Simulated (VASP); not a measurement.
The system is AlSn.

```
Sn Al
1.0
     4.25335    0.00000    0.00000
    -2.12668    3.68351    0.00000
     0.00000    0.00000    3.35036
Sn Al
1 1
Direct
  0.33333 0.66667 0.50000
  0.00000 0.00000 0.00000
```

This cell differs from its parent crystal: volume scaled by 1.04.

Base run:

| Item | Value |
| --- | --- |
| Program | VASP 6.6.1 |
| Functional | r2SCAN |
| Potentials or basis | VASP PAW PBE potentials, release 64 (Sn_d, Al) |
| Cutoff | 550 eV |
| k mesh | 7 × 7 × 8 |
| Occupations | fermi-dirac, width 0.05 eV |
| Spin | no spin polarisation |

Its results: pressure -3.0 GPa.

Question: The run is repeated on the same cell with these changes: functional from r2SCAN to PBEsol; cutoff from 550 eV to 520 eV; further incar settings from ALGO = Normal; EDIFF = 1e-06; NBANDS = 16 to ALGO = Fast; EDIFF = 1e-06; NBANDS = 16. What comes out?

Answer: Pressure -3.5 GPa.

Caveats: the PAW data sets were made with another functional, which shifts forces and pressure a little.
